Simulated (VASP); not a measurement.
## TaN: single point with PBEsol

Crystal: TaN.

```
Ta N
1.0
     3.07236    0.00000    0.00000
    -1.53618    2.66074    0.00000
     0.00000    0.00000    3.01636
Ta N
1 1
Direct
  0.33333 0.66667 0.50000
  0.00000 0.00000 0.00000
```

```yaml
Program: VASP 6.6.1
Task: single point
Functional: PBEsol
Potentials_or_basis: VASP PAW PBE potentials, release 64 (Ta_pv, N)
Cutoff: 520 eV
k_mesh: 21 × 21 × 18
Occupations: gaussian, width 0.15 eV
Spin: no spin polarisation
```

```yaml
Pressure: -38.7 GPa
Band_gap_on_the_k_mesh: zero (bands 8 and 9 overlap by 0.27 eV)
```

Stress tensor (GPa, compression positive):
```
-37.23   0.00   0.00
  0.00 -37.23   0.00
  0.00   0.00 -41.57
```

Levels at points of the mesh, in eV from the Fermi level:
```tsv
k point	band 6	band 7	band 8	band 9	band 10	band 11
(0.00, 0.00, 0.00)	-3.97	-3.64	-2.70	1.26	3.03	3.03
(0.00, 0.00, 0.50)	-3.26	-3.26	-0.07	-0.07	2.06	2.92
```

It took 2.7 min on 1 thread of Intel Xeon 8259CL (shared host), peak memory 0.29 GiB.

Caveat: the cell stands under tension; the PAW data sets were made with another functional, which shifts forces and pressure a little; spin-orbit coupling is left out, which moves the levels of the heavy elements.
